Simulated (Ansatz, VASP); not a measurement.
## InSe: VASP beside Ansatz

```
In Se
1.0
     4.05000    0.00000    0.00000
    -2.02500    3.50740    0.00000
     0.00000    0.00000   16.93000
In Se
4 4
Direct
  0.33333 0.66667 0.16729
  0.66667 0.33333 0.66729
  0.33333 0.66667 0.33271
  0.66667 0.33333 0.83271
  0.33333 0.66667 0.59180
  0.66667 0.33333 0.09180
  0.33333 0.66667 0.90820
  0.66667 0.33333 0.40820
```

Alike in both runs: task electric field gradients; functional r2SCAN; k mesh 13 × 13 × 3; occupations fermi-dirac, width 0.05 eV; no spin polarisation.

|  | VASP | Ansatz |
| --- | --- | --- |
| version | VASP 6.6.1 | Ansatz 0.2.0 |
| potentials or method | VASP PAW PBE potentials, release 64 (In_d, Se) | plane-wave PAW, scalar-relativistic |
| plane-wave cutoff (eV) | 520 | 500 |
| valence electrons in the cell | 76 | 116 |

```csv
,VASP,Ansatz,Ansatz less VASP
pressure (GPa),-0.3,-0.3,-0.02
"traceless stress, the component that is largest in VASP (GPa)",0.19,0.19,-0.006
rms of the force components (eV/Å),0.096,0.103,+0.0065
size of Vzz on the site where it differs most (V/Å²),115.2,117.6,+2.35
```

VASP's potentials were made for PBE, not for r2SCAN. Atom by atom the forces differ by 0.007 eV/Å (rms over components). The functional is the same, so the differences come from potentials, cutoffs and numerics. VASP's potentials hold 76 valence electrons a cell and Ansatz's 116, so a difference there can come from the potentials and not from the codes.
